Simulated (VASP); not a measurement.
# InSb (k07) (F-43m) in VASP: notebook

The runs below take InSb (k07) through single point, with PBEsol.

Everything below comes from runs of VASP 6.6.1. Logs are shortened: lines on timing, memory, paths and dates and some standing lists are left out, and cuts for length are marked.

## (1) The cell of the first run

Symmetry: F-43m, No. 216, cubic system. The conventional cell has a = 6.520 Å, b = 6.520 Å, c = 6.520 Å, α = 90.00°, β = 90.00°, γ = 90.00°. Within 3.7 Å of In (site symmetry -43m) lie 4 Sb at 2.82 Å. Within 3.7 Å of Sb (site symmetry -43m) lie 4 In at 2.82 Å.

## (2) Single point, PBEsol

The input, INCAR:

```
SYSTEM = InSb
PREC = Accurate ; ENCUT = 500
EDIFF = 1E-6 ; ISMEAR = 0
SIGMA = 0.1 ; LREAL = .FALSE.
LASPH = .TRUE. ; NELM = 120
ALGO = Normal ; ISIF = 2
LWAVE = .FALSE. ; LCHARG = .FALSE.
GGA = PS ; NBANDS = 16
GGA_COMPAT = .FALSE.
```

The input, KPOINTS:

```
Automatic mesh
0
G
  14 14 14
  0 0 0
```

The input, POSCAR:

```
InSb
1.0
    0.0000000000      3.2600832436      3.2600832436
    3.2600832436      0.0000000000      3.2600832436
    3.2600832436      3.2600832436      0.0000000000
In Sb
1 1
Direct
    0.0000000000      0.0000000000      0.0000000000
    0.2500000000      0.2500000000      0.2500000000
```

Potentials or basis: VASP PAW PBE potentials, release 64 (In_d, Sb).

The run is started by

```sh
$ cat potpaw_PBE.64/In_d/POTCAR potpaw_PBE.64/Sb/POTCAR > POTCAR
$ mpirun -np 1 vasp_std > vasp.out
```

OUTCAR:

```text
SYSTEM = InSb
   PREC = Accurate
   ENCUT = 500
   EDIFF = 1E-6
   ISMEAR = 0
   LREAL = .FALSE.
   LASPH = .TRUE.
   NELM = 120
   ISIF = 2
   GGA = PS

 ion  position               nearest neighbor table
   1  0.000  0.000  0.000-   2 2.82   2 2.82   2 2.82   2 2.82
   2  0.250  0.250  0.250-   1 2.82   1 2.82   1 2.82   1 2.82

  LATTYP: Found a face centered cubic cell.
 ALAT       =     6.5201664872

  Lattice vectors:

 A1 = (   0.0000000000,   3.2600832436,   3.2600832436)
 A2 = (   3.2600832436,   0.0000000000,   3.2600832436)
 A3 = (   3.2600832436,   3.2600832436,   0.0000000000)

Analysis of symmetry for initial positions (statically):
=====================================================================
 Subroutine PRICEL returns:
 Original cell was already a primitive cell.

 Routine SETGRP: Setting up the symmetry group for a
 face centered cubic supercell.

 Subroutine GETGRP returns: Found 24 space group operations
 (whereof 24 operations were pure point group operations)
 out of a pool of 48 trial point group operations.

The static configuration has the point symmetry T_d .

Analysis of symmetry for dynamics (positions and initial velocities):
=====================================================================
 Subroutine PRICEL returns:
 Original cell was already a primitive cell.

 Routine SETGRP: Setting up the symmetry group for a
 face centered cubic supercell.

 Subroutine GETGRP returns: Found 24 space group operations
 (whereof 24 operations were pure point group operations)
 out of a pool of 48 trial point group operations.

The dynamic configuration has the point symmetry T_d .

 Subroutine INISYM returns: Found 24 space group operations
 (whereof 24 operations are pure point group operations),
 and found     1 'primitive' translations

----------------------------------------------------------------------------------------

                                     Primitive cell

  volume of cell :      69.2973

  direct lattice vectors                    reciprocal lattice vectors
     0.000000000  3.260083244  3.260083244    -0.153370317  0.153370317  0.153370317
     3.260083244  0.000000000  3.260083244     0.153370317 -0.153370317  0.153370317
     3.260083244  3.260083244  0.000000000     0.153370317  0.153370317 -0.153370317

  length of vectors
     4.610453938  4.610453938  4.610453938     0.265645181  0.265645181  0.265645181

  position of ions in fractional coordinates (direct lattice)
     0.000000000  0.000000000  0.000000000
     0.250000000  0.250000000  0.250000000

  ion indices of the primitive-cell ions
   primitive index   ion index
                 1           1
                 2           2

----------------------------------------------------------------------------------------

 KPOINTS: Automatic mesh

Automatic generation of k-mesh.
 Grid dimensions read from file:
 generate k-points for:   14   14   14

 Generating k-lattice:

  Cartesian coordinates                     Fractional coordinates (reciprocal lattice)
    -0.010955023  0.010955023  0.010955023     0.071428571  0.000000000  0.000000000
     0.010955023 -0.010955023  0.010955023     0.000000000  0.071428571  0.000000000
     0.010955023  0.010955023 -0.010955023     0.000000000  0.000000000  0.071428571

  Length of vectors
     0.018974656  0.018974656  0.018974656

  Shift w.r.t. Gamma in fractional coordinates (k-lattice)
     0.000000000  0.000000000  0.000000000

 Subroutine IBZKPT returns following result:
 ===========================================

 Found    104 irreducible k-points:

 Following reciprocal coordinates:
            Coordinates               Weight
  0.000000  0.000000  0.000000      1.000000
  0.071429  0.000000  0.000000      8.000000
  0.142857  0.000000  0.000000      8.000000
  0.214286  0.000000  0.000000      8.000000
  0.285714  0.000000  0.000000      8.000000
  0.357143  0.000000  0.000000      8.000000
[... 16 lines left out ...]
  0.214286  0.142857  0.000000     24.000000
  0.285714  0.142857  0.000000     24.000000
 [... further k-points ...]
   k-points           NKPTS =    104   k-points in BZ     NKDIM =    104   number of bands    NBANDS=     16
   number of dos      NEDOS =    301   number of ions     NIONS =      2
   total plane-waves  NPLWV =  46656
   dimension x,y,z NGX =    36 NGY =   36 NGZ =   36
   dimension x,y,z NGXF=    72 NGYF=   72 NGZF=   72
   ions per type =               1   1
   NGX,Y,Z   is equivalent  to a cutoff of  12.98, 12.98, 12.98 a.u.
   NGXF,Y,Z  is equivalent  to a cutoff of  25.96, 25.96, 25.96 a.u.
 SYSTEM =  InSb
   PREC   = accura    normal or accurate (medium, high low for compatibility)
   ISTART =      0    job   : 0-new  1-cont  2-samecut
   ICHARG =      2    charge: 1-file 2-atom 10-const
   ISPIN  =      1    spin polarized calculation?
   LNONCOLLINEAR =      F non collinear calculations
   LSORBIT =      F    spin-orbit coupling
   LASPH  =      T    aspherical Exc in radial PAW
   ENCUT  =  500.0 eV  36.75 Ry    6.06 a.u.   8.41  8.41  8.41*2*pi/ulx,y,z
   NELM   =    120;   NELMIN=  2; NELMDL= -5     # of ELM steps
   EDIFF  = 0.1E-05   stopping-criterion for ELM
   LREAL  =      F    real-space projection
   EDIFFG = 0.1E-04   stopping-criterion for IOM
   NSW    =      0    number of steps for IOM
   IBRION =     -1    ionic relax: 0-MD 1-quasi-New 2-CG
   NFREE  =      0    steps in history (QN), initial steepest desc. (CG)
   ISIF   =      2    stress and relaxation
   ISYM   =      2    0-nonsym 1-usesym 2-fastsym
   POTIM  = 0.5000    time-step for ionic-motion
   TEBEG  =    0.0;   TEEND  =   0.0 temperature during run
   PSTRESS=    0.0 pullay stress
   NELECT =      18.0000    total number of electrons
   NUPDOWN=      -1.0000    fix difference up-down
   EMIN   =  10.00;   EMAX   =-10.00  energy-range for DOS
   EFERMI =   0.00;   METHOD = LEGACY
   ISMEAR =     0;   SIGMA  =   0.10  broadening in eV -4-tet -1-fermi 0-gaus
   EFERMI_NEDOS =   21; number of points for ismear=-14 and -15
   IALGO  =     38    algorithm
   IMIX   =      4    mixing-type and parameters
     AMIX     =   0.40;   BMIX     =  1.00
     AMIX_MAG =   1.60;   BMIX_MAG =  1.00
  volume/ion in A,a.u.               =      34.65       233.82
  Fermi-wavevector in a.u.,A,eV,Ry     =   1.044545  1.973903 14.844954  1.091073
  Thomas-Fermi vector in A             =   2.179302
   LORBIT       =      0    0 simple, 1 ext, 2 COOP (PROOUT), +10 PAW based schemes
   GGA     = PS    functional components
   LHFCALC =     F    Hartree Fock is set to
   AEXX    =    0.0000 exact exchange contribution
   IVDW    =     0    specifies the selected vdW correction
   LEPSILON=     F    determine dielectric tensor
   LRPA    =     F    only Hartree local field effects (RPA)
 non-spin polarized calculation
 Gauss-broadening in eV      SIGMA  =   0.10
  energy-cutoff  :      500.00
  volume of cell :       69.30
 maximum number of plane-waves:      1807
 NGX is ok and might be reduce to    36
   NGX = 17   NGY = 17   NGZ = 17

 number of electron      17.9999994 magnetization

 Free energy of the ion-electron system (eV)
  ---------------------------------------------------
  ext. energy  EPLUGINS =         0.00000000
  ---------------------------------------------------
  free energy    TOTEN  =        -7.70104816 eV

  energy without entropy =       -7.70094411  energy(sigma->0) =       -7.70099614

 E-fermi :   4.8344     XC(G=0):  -8.7887

 val. band max:        4.7627868531   @ k =   0.0000   0.0000   0.0000
 cond. band min:       5.2021489976   @ k =   0.5000   0.0000   0.0000
 fundamental gap:      0.4393621444
 Fermi energy:         4.8344427642

 k-point     1 :       0.0000    0.0000    0.0000
  band No.  band energies     occupation
      1      -9.7372      2.00000
      2      -9.7372      2.00000
      3      -9.7372      2.00000
      4      -9.6558      2.00000
      5      -9.6558      2.00000
      6      -5.8668      2.00000
[... 8 lines left out ...]
     15      13.0093      0.00000
     16      13.0093      0.00000

 k-point     2 :       0.0714    0.0000    0.0000
  band No.  band energies     occupation
      1      -9.7395      2.00000
      2      -9.7361      2.00000
      3      -9.7361      2.00000
      4      -9.6559      2.00000
      5      -9.6559      2.00000
      6      -5.8212      2.00000
[... 8 lines left out ...]
     15      12.5500      0.00000
     16      12.5500      0.00000

 k-point     3 :       0.1429    0.0000    0.0000
  band No.  band energies     occupation
      1      -9.7459      2.00000
      2      -9.7333      2.00000
      3      -9.7333      2.00000
      4      -9.6560      2.00000
      5      -9.6560      2.00000
      6      -5.6870      2.00000
[... 8 lines left out ...]
     15      12.1179      0.00000
     16      12.1179      0.00000

 k-point     4 :       0.2143    0.0000    0.0000
  band No.  band energies     occupation
      1      -9.7551      2.00000
      2      -9.7294      2.00000
      3      -9.7294      2.00000
      4      -9.6561      2.00000
      5      -9.6561      2.00000
      6      -5.4728      2.00000
[... 8 lines left out ...]
     15      11.9536      0.00000
     16      11.9536      0.00000
[... 324 lines left out ...]
 k-point    22 :       0.1429    0.1429    0.0000
  band No.  band energies     occupation
      1      -9.7530      2.00000
      2      -9.7295      2.00000
      3      -9.7295      2.00000
      4      -9.6586      2.00000
      5      -9.6542      2.00000
      6      -5.6263      2.00000
[... 8 lines left out ...]
     15      11.6384      0.00000
     16      13.2143      0.00000

 k-point    23 :       0.2143    0.1429    0.0000
  band No.  band energies     occupation
      1      -9.7609      2.00000
      2      -9.7259      2.00000
      3      -9.7255      2.00000
      4      -9.6599      2.00000
      5      -9.6535      2.00000
      6      -5.4669      2.00000
[... 8 lines left out ...]
     15      12.2373      0.00000
     16      13.0789      0.00000

 k-point    24 :       0.2857    0.1429    0.0000
  band No.  band energies     occupation
      1      -9.7693      2.00000
      2      -9.7226      2.00000
      3      -9.7212      2.00000
      4      -9.6607      2.00000
      5      -9.6529      2.00000
      6      -5.2344      2.00000
[... 8 lines left out ...]
     15      12.6531      0.00000
     16      13.0603      0.00000

 [... further k-points ...]
[... 5 lines left out ...]
  --------------------------------------------------------------------------------------
  -------------------------------------------------------------------------------------
  Total       -0.0023484     -0.0023484     -0.0023484      0.0000000      0.0000000      0.0000000
  in kB       -0.0542955     -0.0542955     -0.0542955      0.0000000      0.0000000      0.0000000
  external PRESSURE =      -0.0542955 kB  Pullay stress =       0.0000000 kB

 VOLUME and BASIS-vectors are now :
 -----------------------------------------------------------------------------
  energy-cutoff  :      500.00
  volume of cell :       69.30
      direct lattice vectors                 reciprocal lattice vectors
     0.000000000  3.260083244  3.260083244    -0.153370317  0.153370317  0.153370317
     3.260083244  0.000000000  3.260083244     0.153370317 -0.153370317  0.153370317
     3.260083244  3.260083244  0.000000000     0.153370317  0.153370317 -0.153370317

 POSITION                                       TOTAL-FORCE (eV/Angst)
 -----------------------------------------------------------------------------------
      0.00000      0.00000      0.00000        -0.000000     -0.000000     -0.000000
      1.63004      1.63004      1.63004         0.000000      0.000000      0.000000
 -----------------------------------------------------------------------------------
    total drift:                                0.000000      0.000000      0.000000

  FREE ENERGIE OF THE ION-ELECTRON SYSTEM (eV)
  ---------------------------------------------------
  free  energy   TOTEN  =        -7.7010481637 eV

  energy  without entropy=       -7.7009441096  energy(sigma->0) =       -7.70099614
```

Run time: 2.1 min. Hardware: 1 thread of Intel Xeon 8259CL, shared host; peak memory 0.28 GiB.

Results:

```
Free energy            : -7.7010 eV
Pressure               : 0.0 GPa
Band gap on the k mesh : zero (filled and empty bands touch)
```

Levels at points of the mesh, in eV from the Fermi level:
```tsv
k point	band 6	band 7	band 8	band 9	band 10	band 11	band 12	band 13
(0.00, 0.00, 0.00)	-10.70	-0.44	-0.07	-0.07	-0.07	2.86	2.86	2.86
(0.50, 0.00, 0.00)	-9.37	-5.64	-1.06	-1.06	0.37	3.70	3.70	5.90
(0.50, 0.50, 0.00)	-8.79	-5.94	-2.29	-2.29	1.20	1.22	7.94	7.94
```

Caveat: the PAW data sets were made with another functional, which shifts forces and pressure a little; spin-orbit coupling is left out, which moves the levels of the heavy elements.

## (3) Single point, PBEsol

The input, INCAR:

```
PREC = Accurate
ENCUT = 500
EDIFF = 1E-6
ISMEAR = 0
SIGMA = 0.01
LREAL = False
LASPH = True
NELM = 120
ALGO = Normal
ISIF = 2
LWAVE = False
LCHARG = True
GGA = PS
LELF = True
LVHAR = True
NBANDS = 16
GGA_COMPAT = False
```

The input, KPOINTS:

```
Automatic mesh
0
Gamma
  14 14 14
```

POSCAR is that of step 2.

Potentials or basis: VASP PAW PBE potentials, release 64 (In_d, Sb).

The run is started by

```sh
$ cat potpaw_PBE.64/In_d/POTCAR potpaw_PBE.64/Sb/POTCAR > POTCAR
$ mpirun -np 1 vasp_std > vasp.out
```

It took 2.7 min on 1 thread of Intel Xeon 8259CL, shared host; peak memory 0.28 GiB.

The run converged. Its results:

```yaml
Free_energy: -7.7010 eV
Pressure: 0.0 GPa
Band_gap_on_the_k_mesh: zero (filled and empty bands touch)
```

Levels at points of the mesh, in eV from the Fermi level:
```csv
k point,band 5,band 6,band 7,band 8,band 9,band 10,band 11,band 12,band 13,band 14
"(0.00, 0.00, 0.00)",-14.42,-10.63,-0.37,0.00,0.00,0.00,2.93,2.93,2.93,5.54
"(0.50, 0.00, 0.00)",-14.42,-9.31,-5.57,-0.99,-0.99,0.44,3.77,3.77,5.96,8.06
"(0.50, 0.50, 0.00)",-14.41,-8.72,-5.87,-2.22,-2.22,1.27,1.29,8.01,8.01,8.58
```

Caveat: the PAW data sets were made with another functional, which shifts forces and pressure a little; spin-orbit coupling is left out, which moves the levels of the heavy elements.
